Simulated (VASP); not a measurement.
Wanted: the native input for a VASP 6.6.1 run.

```
Task                   : single point
Functional             : LDA
Potentials or basis    : VASP PAW LDA potentials, release 64 (Hf_pv, B)
Cutoff                 : 560 eV
k mesh                 : 7 × 7 × 5, shifted
Occupations            : fermi-dirac, width 0.2 eV
Spin                   : no spin polarisation
Dipole correction      : no
Mended                 : yes
Further INCAR settings : ALGO = Normal; EDIFF = 1e-06; NBANDS = 15; ISYM = -1
```

The structure of HfB2 lies in POSCAR:

```
HfB2
1.0
    3.1400000000      0.0000000000      0.0000000000
   -1.5700000000      2.7193200000      0.0000000000
    0.0000000000      0.0000000000      3.4800000000
Hf B
1 2
Direct
    0.0000000000      0.0000000000      0.0000000000
    0.3333333333      0.6666666667      0.5000000000
    0.6666666667      0.3333333333      0.5000000000
```

The input as run:

INCAR

```
ALGO     = Normal         # electronic algorithm
EDIFF    = 1E-6           # SCF threshold, eV
ENCUT    = 560            # plane-wave cutoff, eV
GGA      = CA             # functional
GGA_COMPAT= F            
ISIF     = 2              # what is computed and relaxed
ISMEAR   = -1             # smearing method
ISYM     = -1           
LASPH    = T              # aspherical terms in the spheres
LCHARG   = F              # write CHGCAR
LREAL    = F              # projectors in reciprocal space
LWAVE    = F              # write WAVECAR
NBANDS   = 15             # bands
NELM     = 120            # most SCF steps
PREC     = Accurate       # precision mode
SIGMA    = 0.2            # smearing width, eV
```

KPOINTS

```
explicit points
123
Reciprocal
  0.07142857   0.07142857   0.10000000 2
  0.07142857   0.07142857   0.30000000 2
  0.07142857   0.07142857   0.50000000 2
  0.07142857   0.07142857   0.70000000 2
  0.07142857   0.07142857   0.90000000 2
  0.07142857   0.21428571   0.10000000 2
  0.07142857   0.21428571   0.30000000 2
  0.07142857   0.21428571   0.50000000 2
  0.07142857   0.21428571   0.70000000 2
  0.07142857   0.21428571   0.90000000 2
  0.07142857   0.35714286   0.10000000 2
  0.07142857   0.35714286   0.30000000 2
  0.07142857   0.35714286   0.50000000 2
  0.07142857   0.35714286   0.70000000 2
  0.07142857   0.35714286   0.90000000 2
  0.07142857   0.50000000   0.10000000 2
  0.07142857   0.50000000   0.30000000 2
  0.07142857   0.50000000   0.50000000 2
  0.07142857   0.50000000   0.70000000 2
  0.07142857   0.50000000   0.90000000 2
  0.07142857   0.64285714   0.10000000 2
  0.07142857   0.64285714   0.30000000 2
  0.07142857   0.64285714   0.50000000 2
  0.07142857   0.64285714   0.70000000 2
  0.07142857   0.64285714   0.90000000 2
  0.07142857   0.78571429   0.10000000 2
  0.07142857   0.78571429   0.30000000 2
  0.07142857   0.78571429   0.50000000 2
  0.07142857   0.78571429   0.70000000 2
  0.07142857   0.78571429   0.90000000 2
  0.07142857   0.92857143   0.10000000 2
  0.07142857   0.92857143   0.30000000 2
  0.07142857   0.92857143   0.50000000 2
  0.07142857   0.92857143   0.70000000 2
  0.07142857   0.92857143   0.90000000 2
  0.21428571   0.07142857   0.10000000 2
  0.21428571   0.07142857   0.30000000 2
  0.21428571   0.07142857   0.50000000 2
  0.21428571   0.07142857   0.70000000 2
  0.21428571   0.07142857   0.90000000 2
  0.21428571   0.21428571   0.10000000 2
  0.21428571   0.21428571   0.30000000 2
  0.21428571   0.21428571   0.50000000 2
  0.21428571   0.21428571   0.70000000 2
  0.21428571   0.21428571   0.90000000 2
  0.21428571   0.35714286   0.10000000 2
  0.21428571   0.35714286   0.30000000 2
  0.21428571   0.35714286   0.50000000 2
  0.21428571   0.35714286   0.70000000 2
  0.21428571   0.35714286   0.90000000 2
  0.21428571   0.50000000   0.10000000 2
  0.21428571   0.50000000   0.30000000 2
  0.21428571   0.50000000   0.50000000 2
  0.21428571   0.50000000   0.70000000 2
  0.21428571   0.50000000   0.90000000 2
  0.21428571   0.64285714   0.10000000 2
  0.21428571   0.64285714   0.30000000 2
  0.21428571   0.64285714   0.50000000 2
  0.21428571   0.64285714   0.70000000 2
  0.21428571   0.64285714   0.90000000 2
  0.21428571   0.78571429   0.10000000 2
  0.21428571   0.78571429   0.30000000 2
  0.21428571   0.78571429   0.50000000 2
  0.21428571   0.78571429   0.70000000 2
  0.21428571   0.78571429   0.90000000 2
  0.21428571   0.92857143   0.10000000 2
  0.21428571   0.92857143   0.30000000 2
  0.21428571   0.92857143   0.50000000 2
  0.21428571   0.92857143   0.70000000 2
  0.21428571   0.92857143   0.90000000 2
  0.35714286   0.07142857   0.10000000 2
  0.35714286   0.07142857   0.30000000 2
  0.35714286   0.07142857   0.50000000 2
  0.35714286   0.07142857   0.70000000 2
  0.35714286   0.07142857   0.90000000 2
  0.35714286   0.21428571   0.10000000 2
  0.35714286   0.21428571   0.30000000 2
  0.35714286   0.21428571   0.50000000 2
  0.35714286   0.21428571   0.70000000 2
  0.35714286   0.21428571   0.90000000 2
  0.35714286   0.35714286   0.10000000 2
  0.35714286   0.35714286   0.30000000 2
  0.35714286   0.35714286   0.50000000 2
  0.35714286   0.35714286   0.70000000 2
  0.35714286   0.35714286   0.90000000 2
  0.35714286   0.50000000   0.10000000 2
  0.35714286   0.50000000   0.30000000 2
  0.35714286   0.50000000   0.50000000 2
  0.35714286   0.50000000   0.70000000 2
  0.35714286   0.50000000   0.90000000 2
  0.35714286   0.64285714   0.10000000 2
  0.35714286   0.64285714   0.30000000 2
  0.35714286   0.64285714   0.50000000 2
  0.35714286   0.64285714   0.70000000 2
  0.35714286   0.64285714   0.90000000 2
  0.35714286   0.78571429   0.10000000 2
  0.35714286   0.78571429   0.30000000 2
  0.35714286   0.78571429   0.50000000 2
  0.35714286   0.78571429   0.70000000 2
  0.35714286   0.78571429   0.90000000 2
  0.35714286   0.92857143   0.10000000 2
  0.35714286   0.92857143   0.30000000 2
  0.35714286   0.92857143   0.50000000 2
  0.35714286   0.92857143   0.70000000 2
  0.35714286   0.92857143   0.90000000 2
  0.50000000   0.07142857   0.10000000 2
  0.50000000   0.07142857   0.30000000 2
  0.50000000   0.07142857   0.50000000 2
  0.50000000   0.07142857   0.70000000 2
  0.50000000   0.07142857   0.90000000 2
  0.50000000   0.21428571   0.10000000 2
  0.50000000   0.21428571   0.30000000 2
  0.50000000   0.21428571   0.50000000 2
  0.50000000   0.21428571   0.70000000 2
  0.50000000   0.21428571   0.90000000 2
  0.50000000   0.35714286   0.10000000 2
  0.50000000   0.35714286   0.30000000 2
  0.50000000   0.35714286   0.50000000 2
  0.50000000   0.35714286   0.70000000 2
  0.50000000   0.35714286   0.90000000 2
  0.50000000   0.50000000   0.10000000 2
  0.50000000   0.50000000   0.30000000 2
  0.50000000   0.50000000   0.50000000 1
```

Potentials or basis: VASP PAW LDA potentials, release 64 (Hf_pv, B).

Launch:

```sh
$ cat potpaw_LDA.64/Hf_pv/POTCAR potpaw_LDA.64/B/POTCAR > POTCAR
$ mpirun -np 1 vasp_std > vasp.out
```

It gave:

| Item | Value |
| --- | --- |
| Pressure | -9.6 GPa |
| Largest force | 0.021 eV/Å |
| Band gap on the k mesh | zero (bands 8 and 9 overlap by 0.57 eV) |

Caveat: the cell stands under tension; spin-orbit coupling is left out, which moves the levels of the heavy elements.

Run time: 40 s on 1 thread of AMD EPYC 7R13 Processor (Zen 3), with other jobs on the host, peak memory 0.15 GiB.
